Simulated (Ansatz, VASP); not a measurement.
Sb: VASP beside Ansatz

```
CELL_PARAMETERS angstrom
2.13170 1.23074 3.76725
-2.13170 1.23074 3.76725
0.00000 -2.46147 3.76725
ATOMIC_POSITIONS crystal
Sb 0.23631 0.23631 0.23631
Sb 0.76369 0.76369 0.76369
```

Alike in both runs: task single point; functional PBE; k mesh 12 × 12 × 12; occupations gaussian, width 0.1 eV; no spin polarisation.

|  | VASP | Ansatz |
| --- | --- | --- |
| version | VASP 6.6.1 | Ansatz 0.2.0 |
| potentials or method | VASP PAW PBE potentials, release 64 (Sb), cutoff 500 eV | scalar-relativistic, plane waves, PAW |
| valence electrons in the cell | 10 | 30 |

|  | VASP | Ansatz | Ansatz less VASP |
| --- | --- | --- | --- |
| gap on the k mesh at the Fermi level (eV) | none | none | - |
| pressure (GPa) | 3.2 | 3.1 | -0.06 |
| traceless stress, the component that is largest in VASP (GPa) | -0.92 | -0.90 | +0.025 |
| rms of the force components (eV/Å) | 0.007 | 0.016 | +0.0091 |

Atom by atom the forces differ by 0.023 eV/Å (rms over components). A gap of «none» marks a metal or a gap that the smearing closes. VASP's potentials hold 10 valence electrons a cell and Ansatz's 30, so a difference there can come from the potentials and not from the codes.

Spin-orbit coupling is off throughout.
